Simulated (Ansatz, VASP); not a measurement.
One calculation of GaP, two programs

```
CELL_PARAMETERS angstrom
0.00000 2.75158 2.67898
2.67898 0.00000 2.67898
2.67898 2.75158 0.00000
ATOMIC_POSITIONS crystal
Ga 0.00000 0.00000 0.00000
P 0.75000 0.75000 0.75000
```

Alike in both runs: task single point; functional PBE; k mesh 10 × 10 × 10; occupations gaussian, width 0.05 eV; no spin polarisation.

```csv
,VASP,Ansatz
version,VASP 6.6.1,Ansatz 0.2.0
potentials or method,"VASP PAW PBE potentials, release 64 (Ga_d, P), cutoff 520 eV","scalar-relativistic, plane waves, PAW"
valence electrons in the cell,18,18
```

|  | VASP | Ansatz | Ansatz less VASP |
| --- | --- | --- | --- |
| gap on the k mesh at the Fermi level (eV) | 1.43 | 1.43 | +0.001 |
| least direct gap on the mesh (eV) | 1.97 | 1.98 | +0.002 |
| pressure (GPa) | 4.7 | 4.8 | +0.13 |
| traceless stress, the component that is largest in VASP (GPa) | -1.38 | -1.37 | +0.004 |
